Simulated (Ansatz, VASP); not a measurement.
**SnO2, level by level in two programs**

```
Sn O
1.0
     4.73800    0.00000    0.00000
     0.00000    4.73800    0.00000
     0.00000    0.00000    3.18650
Sn O
2 4
Cartesian
  2.3690 2.3690 1.5933
  0.0000 0.0000 0.0000
  3.8240 0.9140 1.5933
  3.2830 3.2830 0.0000
  0.9140 3.8240 1.5933
  1.4550 1.4550 0.0000
```

Single points on this cell with VASP 6.6.1 and Ansatz 0.2.0. Each row is one pair of runs. Alike in all rows: spin: off; VASP's potentials, cutoff: VASP PAW PBE potentials, release 64 (Sn_d, O), 520 eV; Ansatz's potentials, cutoff: Ansatz PAW, 420 eV.

```tsv
level	k mesh	smearing	gap on the k mesh at the Fermi level (eV), VASP	gap on the k mesh at the Fermi level (eV), Ansatz	least direct gap on the mesh (eV), VASP	least direct gap on the mesh (eV), Ansatz	pressure (GPa), VASP	pressure (GPa), Ansatz
RPBE+D4	6 × 6 × 8	fermi-dirac, width 0.05 eV	?	1.37	?	1.37	?	7.2
PBE	5 × 5 × 7	fermi-dirac, width 0.05 eV	1.27	1.28	1.27	1.28	11.8	11.1
PBEsol-based global hybrid	3 × 3 × 5	fermi-dirac, width 0.05 eV	3.69	3.67	3.69	3.67	-2.1	-2.8
revPBE	6 × 6 × 8	gaussian, width 0.05 eV	1.34	1.35	1.34	1.35	14.9	14.2
PBE	4 × 4 × 6	fermi-dirac, width 0.05 eV	1.27	1.28	1.27	1.28	11.8	11.1
BLYP+D3(BJ)	6 × 6 × 8	fermi-dirac, width 0.05 eV	1.36	1.32	1.36	1.32	11.1	9.8
```

Question: Fill in what VASP gave in row 1.

Answer: gap on the k mesh at the Fermi level (eV): 1.36; least direct gap on the mesh (eV): 1.36; pressure (GPa): 7.9.

The k mesh is coarse in some rows, so the values compare programs but aren't converged. Noted on Ansatz's runs: odd divisions of the mesh miss points on the zone boundary, where band edges often lie, so the gap on the mesh can be too wide; Pulay correction over one GPa.
